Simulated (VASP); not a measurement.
NaPbF3: single point with r2SCAN

Crystal: NaPbF3.

```
Na Pb F
1.0
     4.79123    0.00000    0.00000
     0.00000    4.76739    0.00000
     0.00000    0.00000    4.76739
Na Pb F
1 1 3
Direct
  0.00000 0.00000 0.00000
  0.50000 0.50000 0.50000
  0.50000 0.50000 0.00000
  0.50000 0.00000 0.50000
  0.00000 0.50000 0.50000
```

This cell differs from its parent crystal: uniaxial x strain +0.5%.

- Program: VASP 6.6.1
- Task: single point
- Functional: r2SCAN
- Potentials or basis: VASP PAW PBE potentials, release 64 (Na_pv, Pb_d, F)
- Cutoff: 520 eV
- k mesh: 6 × 6 × 6
- Occupations: gaussian, width 0.01 eV
- Spin: no spin polarisation
- Dipole correction: no
- Further INCAR settings: ALGO = Normal; EDIFF = 1e-07; NBANDS = 29

```json
{
  "Pressure": "-0.3 GPa",
  "Band gap on the k mesh": "2.40 eV (least direct gap 3.66 eV)"
}
```

Stress tensor (GPa, compression positive):
```
-0.54  0.00  0.00
 0.00 -0.12  0.00
 0.00  0.00 -0.12
```

Levels at points of the mesh, in eV from the valence-band top:
```
           k point  band 18  band 19  band 20  band 21  band 22  band 23  band 24  band 25
(0.00, 0.00, 0.00)    -4.21    -4.19    -4.17    -4.17     2.40     6.33     6.40     6.40
(0.50, 0.00, 0.00)    -4.23    -4.20    -4.20    -2.22     2.54     5.18     6.51     6.51
(0.00, 0.50, 0.00)    -4.23    -4.20    -4.18    -2.19     2.57     5.18     6.44     6.51
(0.50, 0.50, 0.00)    -4.22    -4.13    -3.89    -1.01     3.45     3.48     4.24     6.38
(0.00, 0.50, 0.50)    -4.25    -4.14    -3.90    -0.98     3.48     3.48     4.26     6.31
(0.50, 0.50, 0.50)    -3.89    -3.88    -3.88     0.00     3.66     3.70     3.70     4.56
```

It took 2.5 min on 1 thread of Intel(R) Xeon(R) 6975P-C (Granite Rapids), on a shared host, peak memory 0.3 GiB.

Caveat: the cell differs from its parent crystal (uniaxial x strain +0.5%); the PAW data sets were made with another functional, which shifts forces and pressure a little; spin-orbit coupling is left out, which moves the levels of the heavy elements. A k mesh can miss the band edges.
